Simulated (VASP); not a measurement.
# Ga4AsP3 (P1) in VASP: a series of runs, part 2 of 2

VASP 6.6.1.

### Step 5. Single point, PBEsol

File INCAR:

```
PREC = Accurate
ENCUT = 520
EDIFF = 1E-6
ISMEAR = -1
SIGMA = 0.05
LREAL = Auto
LASPH = T
NELM = 80
ALGO = Normal
ISIF = 2
LWAVE = F
LCHARG = T
GGA = PS
LELF = T
LVHAR = T
NBANDS = 86
```

File KPOINTS:

```
Automatic mesh
0
Gamma
  3 3 3
```

File POSCAR:

```
Ga4AsP3
1.0
    7.7446540000      0.0000000000      0.0000000000
   -0.0000010000      6.7070680000      0.0000000000
    0.0000000000      0.0000000000      6.3794850000
Ga P As
8 6 2
Direct
    0.9964930000      0.3330010000      0.0008450000
    0.4980030000      0.3496360000      0.0170210000
    0.2549550000      0.8353980000      0.0086890000
    0.7463130000      0.8355890000      0.0078320000
    0.2471170000      0.1566320000      0.5197270000
    0.9851530000      0.6641120000      0.5055940000
    0.7449930000      0.1747380000      0.5032720000
    0.4919140000      0.6594090000      0.4806170000
    0.9938360000      0.3368480000      0.3969600000
    0.5168210000      0.3359850000      0.3821040000
    0.7506910000      0.8424420000      0.3736270000
    0.2538930000      0.1944950000      0.8905280000
    0.0096500000      0.6836970000      0.8980080000
    0.7381460000      0.1640000000      0.8761950000
    0.2563600000      0.8365520000      0.3586680000
    0.4856600000      0.6574210000      0.8498210000
```

Potentials or basis: VASP PAW PBE potentials, release 64 (Ga_d, P, As).

Started as:

```console
> cat potpaw_PBE.64/Ga_d/POTCAR potpaw_PBE.64/P/POTCAR potpaw_PBE.64/As/POTCAR > POTCAR
> mpirun -np 1 vasp_std > vasp.out
```

OUTCAR:

```text
PREC = Accurate
   ENCUT = 520
   EDIFF = 1E-6
   ISMEAR = -1
   LREAL = Auto
   LASPH = T
   NELM = 80
   ISIF = 2
   GGA = PS

 ion  position               nearest neighbor table
   1  0.996  0.333  0.001-  12 2.31  14 2.43  13 2.44   9 2.53
   2  0.498  0.350  0.017-  12 2.30  16 2.33  10 2.34  14 2.41
   3  0.255  0.835  0.009-  15 2.23  13 2.27  16 2.38  12 2.52
   4  0.746  0.836  0.008-  11 2.33  14 2.36  13 2.38  16 2.55
   5  0.247  0.157  0.520-  12 2.38  15 2.38   9 2.43  10 2.57
   6  0.985  0.664  0.506-   9 2.30  11 2.33  13 2.51  15 2.57
[... 8 lines left out ...]
  15  0.256  0.837  0.359-   3 2.23   8 2.31   5 2.38   6 2.57
  16  0.486  0.657  0.850-   2 2.33   8 2.36   3 2.38   4 2.55

  LATTYP: Found a simple orthorhombic cell.
 ALAT       =     6.3794850000
 B/A-ratio  =     1.0513494428
 C/A-ratio  =     1.2139936061

  Lattice vectors:

 A1 = (   0.0000000000,   0.0000000000,  -6.3794850000)
 A2 = (  -0.0000010000,   6.7070680000,   0.0000000000)
 A3 = (   7.7446540000,   0.0000000000,   0.0000000000)

Analysis of symmetry for initial positions (statically):
=====================================================================
 Subroutine PRICEL returns:
 Original cell was already a primitive cell.

 Routine SETGRP: Setting up the symmetry group for a
 simple orthorhombic supercell.

 Subroutine GETGRP returns: Found  1 space group operations
 (whereof  1 operations were pure point group operations)
 out of a pool of  8 trial point group operations.

The static configuration has the point symmetry C_1 .

Analysis of symmetry for dynamics (positions and initial velocities):
=====================================================================
 Subroutine PRICEL returns:
 Original cell was already a primitive cell.

 Routine SETGRP: Setting up the symmetry group for a
 simple orthorhombic supercell.

 Subroutine GETGRP returns: Found  1 space group operations
 (whereof  1 operations were pure point group operations)
 out of a pool of  8 trial point group operations.

The dynamic configuration has the point symmetry C_1 .

 Subroutine INISYM returns: Found  1 space group operations
 (whereof  1 operations are pure point group operations),
 and found     1 'primitive' translations

----------------------------------------------------------------------------------------

                                     Primitive cell

  volume of cell :     331.3755

  direct lattice vectors                    reciprocal lattice vectors
     7.744654000  0.000000000  0.000000000     0.129121327  0.000000019  0.000000000
    -0.000001000  6.707068000  0.000000000     0.000000000  0.149096446  0.000000000
     0.000000000  0.000000000  6.379485000     0.000000000  0.000000000  0.156752465

  length of vectors
     7.744654000  6.707068000  6.379485000     0.129121327  0.149096446  0.156752465

  position of ions in fractional coordinates (direct lattice)
     0.996493000  0.333001000  0.000845000
     0.498003000  0.349636000  0.017021000
     0.254955000  0.835398000  0.008689000
     0.746313000  0.835589000  0.007832000
     0.247117000  0.156632000  0.519727000
[... 66 lines left out ...]
 -0.333333 -0.000000  0.333333      2.000000
  0.000000  0.333333  0.333333      2.000000
  0.000000 -0.333333  0.333333      2.000000
  0.333333  0.333333  0.333333      2.000000
 -0.333333 -0.333333  0.333333      2.000000
 -0.333333  0.333333 -0.333333      2.000000
  0.333333 -0.333333 -0.333333      2.000000
   k-points           NKPTS =     14   k-points in BZ     NKDIM =     14   number of bands    NBANDS=     86
   number of dos      NEDOS =    301   number of ions     NIONS =     16
   total plane-waves  NPLWV = 144000
   dimension x,y,z NGX =    60 NGY =   50 NGZ =   48
   dimension x,y,z NGXF=   120 NGYF=  100 NGZF=   96
   ions per type =               8   6   2
   NGX,Y,Z   is equivalent  to a cutoff of  12.88, 12.39, 12.51 a.u.
   NGXF,Y,Z  is equivalent  to a cutoff of  25.76, 24.79, 25.02 a.u.
 SYSTEM =  unknown system
   PREC   = accura    normal or accurate (medium, high low for compatibility)
   ISTART =      0    job   : 0-new  1-cont  2-samecut
   ICHARG =      2    charge: 1-file 2-atom 10-const
   ISPIN  =      1    spin polarized calculation?
   LNONCOLLINEAR =      F non collinear calculations
   LSORBIT =      F    spin-orbit coupling
   LASPH  =      T    aspherical Exc in radial PAW
   ENCUT  =  520.0 eV  38.22 Ry    6.18 a.u.  14.40 12.47 11.86*2*pi/ulx,y,z
   NELM   =     80;   NELMIN=  2; NELMDL= -5     # of ELM steps
   EDIFF  = 0.1E-05   stopping-criterion for ELM
   LREAL  =      T    real-space projection
   EDIFFG = 0.1E-04   stopping-criterion for IOM
   NSW    =      0    number of steps for IOM
   IBRION =     -1    ionic relax: 0-MD 1-quasi-New 2-CG
   NFREE  =      0    steps in history (QN), initial steepest desc. (CG)
   ISIF   =      2    stress and relaxation
   ISYM   =      2    0-nonsym 1-usesym 2-fastsym
   POTIM  = 0.5000    time-step for ionic-motion
   TEBEG  =    0.0;   TEEND  =   0.0 temperature during run
   PSTRESS=    0.0 pullay stress
   NELECT =     144.0000    total number of electrons
   NUPDOWN=      -1.0000    fix difference up-down
   EMIN   =  10.00;   EMAX   =-10.00  energy-range for DOS
   EFERMI =   0.00;   METHOD = LEGACY
   ISMEAR =    -1;   SIGMA  =   0.05  broadening in eV -4-tet -1-fermi 0-gaus
   EFERMI_NEDOS =   21; number of points for ismear=-14 and -15
   IALGO  =     38    algorithm
   IMIX   =      4    mixing-type and parameters
     AMIX     =   0.40;   BMIX     =  1.00
     AMIX_MAG =   1.60;   BMIX_MAG =  1.00
  volume/ion in A,a.u.               =      20.71       139.76
  Fermi-wavevector in a.u.,A,eV,Ry     =   1.240002  2.343263 20.920369  1.537604
  Thomas-Fermi vector in A             =   2.374461
   LORBIT       =      0    0 simple, 1 ext, 2 COOP (PROOUT), +10 PAW based schemes
   GGA     = PS    functional components
   LHFCALC =     F    Hartree Fock is set to
   AEXX    =    0.0000 exact exchange contribution
   IVDW    =     0    specifies the selected vdW correction
   LEPSILON=     F    determine dielectric tensor
   LRPA    =     F    only Hartree local field effects (RPA)
 non-spin polarized calculation
  energy-cutoff  :      520.00
  volume of cell :      331.38
 maximum number of plane-waves:      8951
 NGX is ok and might be reduce to    60
   NGX = 29   NGY = 25   NGZ = 23

 number of electron     143.9999998 magnetization

 Free energy of the ion-electron system (eV)
  ---------------------------------------------------
  ext. energy  EPLUGINS =         0.00000000
  ---------------------------------------------------
  free energy    TOTEN  =       -76.07776425 eV

  energy without entropy =      -76.07775322  energy(sigma->0) =      -76.07775873

 E-fermi :   5.1382     XC(G=0):  -9.9762

 val. band max:        4.6945679876   @ k =   0.0000   0.0000   0.0000
 cond. band min:       5.5968013605   @ k =   0.0000   0.0000   0.0000
 fundamental gap:      0.9022333729
 Fermi energy:         5.1382385773

 k-point     1 :       0.0000    0.0000    0.0000
  band No.  band energies     occupation
      1     -10.5114      2.00000
      2     -10.4516      2.00000
      3     -10.4108      2.00000
      4     -10.3615      2.00000
      5     -10.3478      2.00000
      6     -10.3429      2.00000
[... 1207 lines left out ...]
     83       8.3631      0.00000
     84       8.5630      0.00000
 [bands above 84 left out]

------------------------ aborting loop because EDIFF is reached ----------------------------------------

  FORCE on cell =-STRESS in cart. coord.  units (eV):
  Direction    XX          YY          ZZ          XY          YZ          ZX
  --------------------------------------------------------------------------------------
  -------------------------------------------------------------------------------------
  Total        1.3464532      1.3092754      3.8211437     -2.7614143      0.3480431      1.3661903
  in kB        6.5100076      6.3302556     18.4749639    -13.3512462      1.6827641      6.6054352
  external PRESSURE =      10.4384090 kB  Pullay stress =       0.0000000 kB

 VOLUME and BASIS-vectors are now :
 -----------------------------------------------------------------------------
  energy-cutoff  :      520.00
  volume of cell :      331.38
      direct lattice vectors                 reciprocal lattice vectors
     7.744654000  0.000000000  0.000000000     0.129121327  0.000000019  0.000000000
    -0.000001000  6.707068000  0.000000000     0.000000000  0.149096446  0.000000000
     0.000000000  0.000000000  6.379485000     0.000000000  0.000000000  0.156752465

 POSITION                                       TOTAL-FORCE (eV/Angst)
 -----------------------------------------------------------------------------------
      7.71749      2.23346      0.00539        -0.544069      0.474109      0.533233
      3.85686      2.34503      0.10859         0.610857     -1.069573      0.042386
      1.97454      5.60307      0.05543        -0.031461      1.359894     -2.037134
      5.77994      5.60435      0.04996         0.056526     -0.138723     -0.534696
      1.91384      1.05054      3.31559         0.324331      1.354667     -0.055294
      7.62967      4.45424      3.22543         0.640148      0.480485      0.690698
[... 8 lines left out ...]
      1.98542      5.61081      2.28812        -1.268843     -0.223216      2.106053
      3.76127      4.40937      5.42142         1.097026      1.162998      0.957737
 -----------------------------------------------------------------------------------
    total drift:                                0.008789     -0.005372     -0.004815

  FREE ENERGIE OF THE ION-ELECTRON SYSTEM (eV)
  ---------------------------------------------------
  free  energy   TOTEN  =       -76.0777642507 eV

  energy  without entropy=      -76.0777532192  energy(sigma->0) =      -76.07775873
```

Run time: 12 min. Hardware: 1 thread of Intel Xeon 8259CL, shared host; peak memory 0.52 GiB.

Results:

```yaml
Free_energy: -76.0778 eV
Pressure: 1.0 GPa
Largest_force: 2.469 eV/Å
Band_gap_on_the_k_mesh: 0.90 eV, direct
```

Forces on the atoms (eV/Å):
```
Ga  -0.544  0.474  0.533
Ga   0.611 -1.070  0.042
Ga  -0.031  1.360 -2.037
Ga   0.057 -0.139 -0.535
Ga   0.324  1.355 -0.055
Ga   0.640  0.480  0.691
Ga   0.927 -0.841  0.648
Ga   1.381  0.336 -0.103
P    0.680 -0.518 -0.975
P   -2.023 -0.207 -0.501
P   -0.631 -0.186  0.409
P   -0.243 -1.691 -0.258
P   -1.298 -0.809 -1.147
P    0.323  0.516  0.224
As  -1.269 -0.223  2.106
As   1.097  1.163  0.958
```

Stress tensor (GPa, compression positive):
```
 0.65 -1.34  0.66
-1.34  0.63  0.17
 0.66  0.17  1.85
```

Caveat: the PAW data sets were made with another functional, which shifts forces and pressure a little. A k mesh can miss the band edges.

### Step 6. Overview

```csv
k mesh,gap on the mesh (eV),pressure (GPa),largest force (eV/Å)
1 × 1 × 2,0.81,1.8,2.28
"2 × 2 × 2, shifted",1.93,1.0,2.49
3 × 3 × 3,0.90,1.0,2.47
```

Alike in all rows: task single point; level PBEsol; potentials or basis VASP PAW PBE potentials, release 64 (Ga_d, P, As); no spin polarisation; cell as given; cutoff (eV) 520; smearing fermi-dirac 0.05 eV.

Caveats: some runs use coarse meshes; the PAW data sets were made with another functional, which shifts forces and pressure a little.

Total energies depend on the potentials used, so only differences within one code and one set of settings carry meaning.
